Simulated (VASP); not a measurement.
AlNi: vibrations by perturbation theory with PBEsol

Crystal: AlNi.

```
Al Ni
1.0
     2.88146    0.00000    0.00000
     0.00000    2.88146    0.00000
     0.00000    0.00000    2.88146
Al Ni
1 1
Cartesian
  0.0000 0.0000 0.0000
  1.4407 1.4407 1.4407
```

This cell differs from its parent crystal: volume scaled by 1.020.

* Program: VASP 6.6.1
* Task: vibrations by perturbation theory
* Functional: PBEsol
* Potentials or basis: VASP PAW PBE potentials, release 64 (Al, Ni)
* Cutoff: 520 eV
* k mesh: 14 × 14 × 14
* Occupations: fermi-dirac, width 0.1 eV
* Spin: no spin polarisation
* Dipole correction: no
* Further INCAR settings: ALGO = Normal; EDIFF = 1e-08; NBANDS = 14; IBRION = 8; NSW = 1

* Highest phonon frequency at Γ, LO-TO splitting left out: 292 cm⁻¹

Phonon frequencies in cm⁻¹ (negative: imaginary):
```tsv
q point	frequencies
(0.000, 0.000, 0.000)	0 0 0 292 292 292
```

It took 80 s on 1 thread of Intel(R) Xeon(R) 6975P-C (Granite Rapids) (shared host), peak memory 0.33 GiB.

Caveat: the cell wasn't relaxed at this level first, which shifts response properties. Spin polarisation is off, so any magnetic state and its effect on volume and gap are missing.
